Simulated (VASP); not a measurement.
Ni:

```
Ni
1.0
     0.00000    1.73306    1.73306
     1.73306    0.00000    1.73306
     1.73306    1.73306    0.00000
Ni
1
Direct
  0.00000 0.00000 0.00000
```

Base run:

```yaml
Program: VASP 6.6.1
Functional: r2SCAN
Potentials_or_basis: VASP PAW PBE potentials, release 64 (Ni)
Cutoff: 520 eV
k_mesh: 9 × 9 × 9
Occupations: fermi-dirac, width 0.1 eV
Spin: no spin polarisation
```

Its results: band gap on the k mesh zero (band 5 reaches 9.74 eV, above the bottom of band 6 at 8.67 eV); pressure 0.3 GPa.

After a change of settings the same cell gave: band gap on the k mesh zero (band 5 reaches 9.81 eV, above the bottom of band 6 at 8.68 eV); pressure 0.7 GPa. Which change was it?
A. k mesh from 9 × 9 × 9 to 2 × 2 × 2; further incar settings from ALGO = Normal; EDIFF = 1e-07; NBANDS = 11 to ALGO = Normal; EDIFF = 1e-06; NBANDS = 11
B. k mesh from 9 × 9 × 9 to 4 × 4 × 4; further incar settings from ALGO = Normal; EDIFF = 1e-07; NBANDS = 11 to ALGO = Normal; EDIFF = 1e-06; NBANDS = 11
C. k mesh from 9 × 9 × 9 to 22 × 22 × 22
D. k mesh from 9 × 9 × 9 to 15 × 15 × 15; occupations from fermi-dirac, width 0.1 eV to fermi-dirac, width 0.6 eV

C.

Caveats: the PAW data sets were made with another functional, which shifts forces and pressure a little; the run has no spin polarisation, though such a crystal can be magnetic.
